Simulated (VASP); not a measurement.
**GaSb: single point with LDA**

Crystal: GaSb.

```
Sb Ga
1.0
    -1.56621    2.69272    2.91247
     1.56621   -2.69272    2.91247
     1.56621    2.69272   -2.91247
Sb Ga
1 1
Direct
  0.50000 0.50000 0.00000
  0.00000 0.00000 0.00000
```

This cell differs from its parent crystal: volume scaled by 1.02.

```yaml
Program: VASP 6.6.1
Task: single point
Functional: LDA
Potentials_or_basis: VASP PAW LDA potentials, release 64 (Sb, Ga_d)
Cutoff: 520 eV
k_mesh: 10 × 10 × 10
Occupations: fermi-dirac, width 0.05 eV
Spin: no spin polarisation
Dipole_correction: no
Further_INCAR_settings: ALGO = Normal; EDIFF = 1e-06; NBANDS = 16
```

```
Pressure               : -5.3 GPa
Band gap on the k mesh : zero (band 9 reaches 7.98 eV, above the bottom of band 10 at 3.72 eV)
```

Stress tensor (GPa, compression positive):
```
-4.34  0.00  0.00
 0.00 -5.51  0.00
 0.00  0.00 -6.11
```

Levels at points of the mesh, in eV from the Fermi level:
```tsv
k point	band 6	band 7	band 8	band 9	band 10	band 11	band 12	band 13
(0.00, 0.00, 0.00)	-11.80	-3.34	-2.06	-1.65	3.48	5.17	6.02	7.33
(0.50, 0.00, 0.00)	-10.46	-7.90	-0.19	1.50	1.94	2.53	4.66	6.88
(0.00, 0.50, 0.00)	-8.04	-5.92	-2.01	-0.42	-0.22	1.16	2.73	3.64
(0.50, 0.50, 0.00)	-8.03	-4.87	-3.11	-1.98	-1.64	3.42	3.77	6.30
(0.50, 0.50, 0.50)	-9.50	-5.90	-4.92	-4.64	3.21	7.07	9.31	9.91
```

Run time: 51 s on 1 thread of AMD EPYC 9R14 (Zen 4) (shared host), peak memory 0.23 GiB.

Caveat: spin-orbit coupling is left out, which moves the levels of the heavy elements.
